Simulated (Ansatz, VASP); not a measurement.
# One calculation of InSb, two programs

```
In Sb
1.0
     3.12696    0.00000    0.00000
     0.00000    3.12696    0.00000
     0.00000    0.00000    6.08869
In Sb
1 1
Direct
  0.00000 0.00000 0.00000
  0.00000 0.00000 0.50000
```

Change from the starting cell: mode 4 frozen in at +0.000 Å, strain +e along z and -e/2 along x and y -0.0233.

Alike in both runs: task single point; functional PBE; k mesh 14 × 14 × 8; occupations gaussian, width 0.15 eV; no spin polarisation.

|  | VASP | Ansatz |
| --- | --- | --- |
| version | VASP 6.6.1 | Ansatz 0.2.0 |
| potentials or method | VASP PAW PBE potentials, release 64 (In_d, Sb), cutoff 500 eV | scalar-relativistic, plane waves, PAW |
| valence electrons in the cell | 18 | 28 |

|  | VASP | Ansatz | Ansatz less VASP |
| --- | --- | --- | --- |
| gap on the k mesh at the Fermi level (eV) | none | none | - |
| pressure (GPa) | 0.0 | 0.0 | +0.03 |
| traceless stress, the component that is largest in VASP (GPa) | 1.88 | 1.88 | +0.005 |

A gap of «none» marks a metal or a gap that the smearing closes. VASP's potentials hold 18 valence electrons a cell and Ansatz's 28, so a difference there can come from the potentials and not from the codes.

Neither program's run includes spin-orbit coupling.
